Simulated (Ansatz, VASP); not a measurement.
**Two plane-wave programs on B4MoRu**

```
CELL_PARAMETERS angstrom
3.95519 -4.05279 0.00000
3.95519 4.05279 0.00000
0.00000 0.00000 2.49365
ATOMIC_POSITIONS crystal
B 0.23509 0.76491 0.00000
B 0.71876 0.71876 0.50000
B 0.76491 0.23509 0.00000
B 0.28124 0.28124 0.50000
Mo 0.00000 0.00000 0.50000
Ru 0.50000 0.50000 0.00000
```

Change from the starting cell: species swapped into the CrIrO4 type (Cmmm, No. 65).

Alike in both runs: task relaxation of cell and atoms; functional PBE; k mesh 8 × 8 × 14; occupations gaussian, width 0.1 eV; no spin polarisation.

|  | VASP | Ansatz |
| --- | --- | --- |
| version | VASP 6.6.1 | Ansatz 0.2.0 |
| potentials or method | VASP PAW PBE potentials, release 64 (B, Mo_sv, Ru_pv), cutoff 600 eV | scalar-relativistic, plane waves, PAW |
| valence electrons in the cell | 40 | 42 |

```tsv
	VASP	Ansatz	Ansatz less VASP
gap on the k mesh at the Fermi level, each at its own relaxed structure (eV)	none	none	-
relaxed volume (Å³/atom)	13.29	13.29	-0.008
relaxed length of the cell vector where the two differ most in proportion (Å)	2.519	2.517	-0.0019
```

A gap of «none» marks a metal or a gap that the smearing closes. VASP's potentials hold 40 valence electrons a cell and Ansatz's 42, so a difference there can come from the potentials and not from the codes.
